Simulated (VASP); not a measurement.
## Se: single point with PBE

The system is Se.

```
Se
1.0
     2.70660    0.00000    0.00000
     0.00000    2.70660    0.00000
     0.00000    0.00000    2.70660
Se
1
Cartesian
  0.0000 0.0000 0.0000
```

This cell differs from its parent crystal: strained.

```json
{
  "Program": "VASP 6.6.1",
  "Task": "single point",
  "Functional": "PBE",
  "Potentials or basis": "VASP PAW PBE potentials, release 64 (Se)",
  "Cutoff": "520 eV",
  "k mesh": "14 × 14 × 14",
  "Occupations": "gaussian, width 0.1 eV",
  "Spin": "no spin polarisation"
}
```

| Property | Result |
| --- | --- |
| Pressure | 12.8 GPa |
| Band gap on the k mesh | zero (band 3 reaches 9.75 eV, above the bottom of band 4 at 2.50 eV) |

Levels at points of the mesh, in eV from the Fermi level:
| k point | band 1 | band 2 | band 3 | band 4 | band 5 | band 6 | band 7 | band 8 |
| --- | --- | --- | --- | --- | --- | --- | --- | --- |
| (0.00, 0.00, 0.00) | -17.29 | 1.61 | 1.61 | 1.61 | 7.53 | 7.53 | 8.63 | 23.56 |
| (0.50, 0.00, 0.00) | -14.72 | -8.17 | 3.39 | 3.39 | 9.95 | 12.63 | 13.06 | 13.85 |
| (0.50, 0.50, 0.00) | -12.11 | -5.89 | -5.89 | 2.12 | 5.02 | 14.33 | 16.32 | 16.32 |
| (0.50, 0.50, 0.50) | -9.36 | -3.86 | -3.86 | -3.86 | 5.34 | 5.34 | 5.34 | 9.61 |

It took 11 s on 1 thread of Intel Xeon 6975P-C (shared host), peak memory 0.14 GiB.

Caveat: the cell differs from its parent crystal (strained).
